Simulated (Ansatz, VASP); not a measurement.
HgTe: VASP beside Ansatz

File POSCAR:

```
HgTe
1.0
   -2.9503648810      2.9503648810      1.6617107840
    2.9503648810     -2.9503648810      1.6617107840
    2.9503648810      2.9503648810     -1.6617107840
Hg Te
1 1
Direct
    0.2500000000      0.7500000000      0.5000000000
    0.0000000000      0.0000000000      0.0000000000
```

INCAR.step1

```
SYSTEM = HgTe
PREC = Accurate
ENCUT = 520
ISMEAR = 0
SIGMA = 0.15
LREAL = .FALSE.
LASPH = .TRUE.
NELM = 60
NBANDS = 16
GGA = PE
ALGO = Normal
EDIFF = 1E-4
LWAVE = .TRUE.
LCHARG = .FALSE.
```

Contents of INCAR.step2:

```
SYSTEM = HgTe
PREC = Accurate
ENCUT = 520
EDIFF = 1E-6
ISMEAR = 0
SIGMA = 0.15
LREAL = .FALSE.
LASPH = .TRUE.
NELM = 60
ALGO = Normal
ISIF = 2
LWAVE = .FALSE.
LCHARG = .FALSE.
METAGGA = R2SCAN
LMIXTAU = .TRUE.
NBANDS = 16
ISTART = 1
```

File KPOINTS:

```
Automatic mesh
0
G
  18 18 18
  0 0 0
```

Input for Ansatz:

```yaml
crystal:
  lattice:
    - [-2.950364881, 2.950364881, 1.661710784]
    - [2.950364881, -2.950364881, 1.661710784]
    - [2.950364881, 2.950364881, -1.661710784]
  atoms:
    - { symbol: Hg, position: [0.25, 0.75, 0.5] }
    - { symbol: Te, position: [0.0, 0.0, 0.0] }
basis:
  ecutwfc: 500
kpoints:
  mp_grid: { grid: [18, 18, 18] }
hamiltonian:
  xc: r2scan
scf:
  occupations: { method: gaussian, width: 0.15 }
output:
  forces: true
  stress: true
  eigenvalues: true
```

Alike in both runs: task single point; functional r2SCAN; k mesh 18 × 18 × 18; occupations gaussian, width 0.15 eV; no spin polarisation.

|  | VASP | Ansatz |
| --- | --- | --- |
| version | VASP 6.6.1 | Ansatz 0.2.0 |
| potentials or method | VASP PAW PBE potentials, release 64 (Hg, Te), cutoff 520 eV | scalar-relativistic, plane waves, PAW |
| valence electrons in the cell | 18 | 36 |

|  | VASP | Ansatz | Ansatz less VASP |
| --- | --- | --- | --- |
| gap on the k mesh at the Fermi level (eV) | none | none | - |
| pressure (GPa) | -1.3 | -1.4 | -0.10 |
| traceless stress, the component that is largest in VASP (GPa) | -0.23 | -0.18 | +0.053 |

VASP's potentials were made for PBE, not for r2SCAN. A gap of «none» marks a metal or a gap that the smearing closes. VASP's potentials hold 18 valence electrons a cell and Ansatz's 36, so a difference there can come from the potentials and not from the codes.

Spin-orbit coupling is off throughout.
